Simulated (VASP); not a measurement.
## Al2Cu: single point with PBE

Al2Cu:

```xyz
3
Lattice="-1.9969 1.9969 2.9396 1.9969 -1.9969 2.9396 1.9969 1.9969 -2.9396" Properties=species:S:1:pos:R:3 pbc="T T T"
Al    0.0000    1.9969    1.4698
Al    1.9969    0.0000    1.4698
Cu    0.0000    0.0000    2.9396
```

- Program: VASP 6.6.1
- Task: single point
- Functional: PBE
- Potentials or basis: VASP PAW PBE potentials, release 64 (Al, Cu)
- Cutoff: 520 eV
- k mesh: 14 × 14 × 14
- Occupations: gaussian, width 0.15 eV
- Spin: no spin polarisation
- Dipole correction: no
- Further INCAR settings: ALGO = Fast; EDIFF = 1e-06; NBANDS = 16

The pressure is 3.4 GPa. The band gap on the k mesh is zero (an odd number of electrons rules out a gap without spin polarisation).

Stress tensor (GPa, compression positive):
```
4.60 0.00 0.00
0.00 4.60 0.00
0.00 0.00 0.95
```

Levels at points of the mesh, in eV from the Fermi level:
```csv
k point,band 7,band 8,band 9,band 10,band 11,band 12
"(0.00, 0.00, 0.00)",2.72,2.80,2.80,3.03,3.03,3.24
"(0.50, 0.00, 0.00)",-3.96,0.42,0.79,2.72,3.05,3.99
"(0.50, 0.50, 0.00)",-3.72,-2.24,-1.95,0.21,1.47,9.00
"(0.50, 0.50, 0.50)",-3.85,-1.83,-1.83,0.70,1.70,9.02
```

Wall time 6.6 min on 1 thread of Intel(R) Xeon(R) Platinum 8375C CPU @ 2.90GHz (Ice Lake), on a shared host, peak memory 0.3 GiB.

Caveat: the cell stands under pressure.
